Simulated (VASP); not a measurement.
Rh, 2 atoms in the cell. The structure is hexagonal, space group P6_3/mmc (No. 194). The conventional cell has a = 3.034 Å, b = 3.034 Å, c = 4.961 Å, α = 90.00°, β = 90.00°, γ = 120.00°. Rh (site symmetry -6m2) has 12 Rh at 3.03 to 3.04 Å within 4.0 Å.  This cell differs from its parent crystal: Ag replaced by Rh, lengths x 0.988, strained.

* Program: VASP 6.6.1
* Task: single point
* Functional: PBE
* Potentials or basis: VASP PAW PBE potentials, release 64 (Rh_pv)
* Cutoff: 520 eV
* k mesh: 15 × 15 × 8
* Occupations: gaussian, width 0.1 eV
* Spin: no spin polarisation
* Dipole correction: no
* Further INCAR settings: ALGO = Normal; EDIFF = 1e-06; NBANDS = 22

Potentials or basis: VASP PAW PBE potentials, release 64 (Rh_pv).

Launch:

```bash
$ cat potpaw_PBE.64/Rh_pv/POTCAR > POTCAR
$ mpirun -np 1 vasp_std > vasp.out
```

Hardware: 1 thread of Intel(R) Xeon(R) Platinum 8259CL CPU @ 2.50GHz (Skylake/Cascade Lake) (shared host).

Problem. Estimate the wall time of this run.

Solution. Run time: 50 s on 1 thread of Intel(R) Xeon(R) Platinum 8259CL CPU @ 2.50GHz (Skylake/Cascade Lake), on a shared host, peak memory 0.22 GiB. Counts: scf iterations 11, k points 135.
